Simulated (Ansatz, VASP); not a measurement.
## One calculation of ZnS, two programs

```xyz
2
Lattice="0.0000 2.5824 2.5824 2.5824 0.0000 2.5824 2.5824 2.5824 0.0000" Properties=species:S:1:pos:R:3 pbc="T T T"
Zn    1.2912    1.2912    1.2912
S     0.0000    0.0000    0.0000
```

Alike in both runs: task single point; functional r2SCAN; k mesh 8 × 8 × 8; occupations gaussian, width 0.05 eV; no spin polarisation.

|  | VASP | Ansatz |
| --- | --- | --- |
| version | VASP 6.6.1 | Ansatz 0.2.0 |
| potentials or method | VASP PAW PBE potentials, release 64 (Zn, S), cutoff 520 eV | scalar-relativistic, plane waves, PAW |
| valence electrons in the cell | 18 | 18 |

VASP gave:

* gap on the k mesh at the Fermi level (eV): 3.33
* least direct gap on the mesh (eV): 3.33
* pressure (GPa): 13.4

Problem. Which values does Ansatz return?

Solution. gap on the k mesh at the Fermi level (eV): 3.31; least direct gap on the mesh (eV): 3.31; pressure (GPa): 13.2.

VASP's potentials were made for PBE, not for r2SCAN.
